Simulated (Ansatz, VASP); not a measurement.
Co in VASP and in Ansatz

```
CELL_PARAMETERS angstrom
4.39861 0.00000 0.00000
0.00000 4.39861 0.00000
0.00000 0.00000 4.39861
ATOMIC_POSITIONS crystal
Co 0.50000 0.50000 0.50000
Co 0.00000 0.00000 0.00000
Co 0.25000 0.00000 0.50000
Co 0.50000 0.25000 0.00000
Co 0.50000 0.75000 0.00000
Co 0.75000 0.00000 0.50000
Co 0.00000 0.50000 0.75000
Co 0.00000 0.50000 0.25000
```

Alike in both runs: functional PBEsol; k mesh 4 × 4 × 4; occupations gaussian, width 0.1 eV; collinear spin.

Ansatz relaxed the structure, and its values are those at the end. VASP's run is a single point on that final structure, the one shown.

|  | VASP | Ansatz |
| --- | --- | --- |
| version | VASP 6.6.1 | Ansatz 0.2.0 |
| potentials or method | VASP PAW PBE potentials, release 64 (Co), cutoff 520 eV | scalar-relativistic, plane waves, PAW |
| valence electrons in the cell | 72 | 136 |

```csv
,VASP,Ansatz,Ansatz less VASP
gap on the k mesh at the Fermi level (eV),none,none,-
pressure (GPa),-0.9,0.1,+0.98
net moment per atom (μB),1.67,1.68,+0.005
size of the moment on the site where the two differ most (μB),1.60,1.66,+0.059
```

VASP's potentials were made for PBE, not for PBEsol. Site moments also hang on the region over which each program counts them. A gap of «none» marks a metal or a gap that the smearing closes. VASP's potentials hold 72 valence electrons a cell and Ansatz's 136, so a difference there can come from the potentials and not from the codes.
